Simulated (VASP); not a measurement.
## Ge: relaxation of cell and atoms with BLYP

The system is Ge.

```
CELL_PARAMETERS angstrom
1.39715 -2.60052 0.00000
1.39715 2.60052 0.00000
0.00000 0.00000 2.69823
ATOMIC_POSITIONS crystal
Ge 0.50000 0.50000 0.00000
```

```json
{
  "Program": "VASP 6.6.1",
  "Task": "relaxation of cell and atoms",
  "Functional": "BLYP",
  "Potentials or basis": "VASP PAW PBE potentials, release 64 (Ge_d)",
  "Cutoff": "600 eV",
  "k mesh": "11 × 11 × 10",
  "Occupations": "fermi-dirac, width 0.05 eV",
  "Spin": "no spin polarisation",
  "Dipole correction": "no",
  "Further INCAR settings": "ALGO = Normal; EDIFF = 1e-06; IBRION = 2; EDIFFG = -0.01; NSW = 60; ISIF = 3"
}
```

- Relaxed volume: 21.52 Å³/atom
- Relaxed cell: a = 2.973 Å, b = 2.973 Å, c = 2.811 Å, α = 90.00°, β = 90.00°, γ = 119.96°
- Space group after relaxing (to 0.1 Å): P6/mmm (No. 191)
- Energy gained by relaxing: 36.4 meV/atom
- Ionic steps: 17
- Pressure after relaxing: 0.0 GPa
- Band gap on the k mesh: zero (bands 7 and 8 overlap by 7.60 eV)

The path:
| step | energy change (eV) | largest force (eV/Å) | pressure (GPa) | volume (Å³) |
| --- | --- | --- | --- | --- |
| 1 | 0.0000 | 0.0000 | 5.49 | 19.61 |
| 2 | -0.0335 | 0.0000 | -0.13 | 21.58 |
| 3 | -0.0335 | 0.0000 | -0.26 | 21.60 |
| 4 | -0.0347 | 0.0000 | -0.39 | 21.56 |
| 5 | -0.0359 | 0.0000 | 0.05 | 21.48 |
| 6 | -0.0357 | 0.0000 | 0.38 | 21.32 |
| 7 | -0.0364 | 0.0000 | 0.15 | 21.42 |
| 8 | -0.0364 | 0.0000 | 0.10 | 21.40 |
| 9 | -0.0364 | 0.0000 | 0.21 | 21.40 |
| 10 | -0.0364 | 0.0000 | 0.19 | 21.41 |
| 11 | -0.0364 | 0.0000 | -0.18 | 21.54 |
| 12 | -0.0365 | 0.0000 | 0.18 | 21.49 |
| 13 | -0.0364 | 0.0000 | -0.14 | 21.51 |
| 14 | -0.0364 | 0.0000 | -0.04 | 21.50 |
| 15 | -0.0364 | 0.0000 | 0.13 | 21.50 |
| 16 | -0.0364 | 0.0000 | -0.34 | 21.57 |
| 17 | -0.0364 | 0.0000 | -0.01 | 21.52 |

Final structure:
```
Ge
1.0
     1.48737   -2.57411    0.00000
     1.48737    2.57411    0.00000
     0.00000    0.00000    2.81056
Ge
1
Direct
  0.50000 0.50000 0.00000
```

Levels at points of the mesh, in eV from the Fermi level:
```csv
k point,band 4,band 5,band 6,band 7,band 8,band 9,band 10,band 11
"(0.00, 0.00, 0.00)",-24.45,-24.45,-12.10,5.79,7.25,7.26,9.82,13.66
"(0.00, 0.00, 0.50)",-24.49,-24.46,-9.00,-4.90,9.48,9.49,16.09,16.57
```

Run time: 7.5 min on 1 thread of Intel Xeon 8259CL (shared host), peak memory 0.19 GiB.

Caveat: the PAW data sets were made with another functional, which shifts forces and pressure a little.
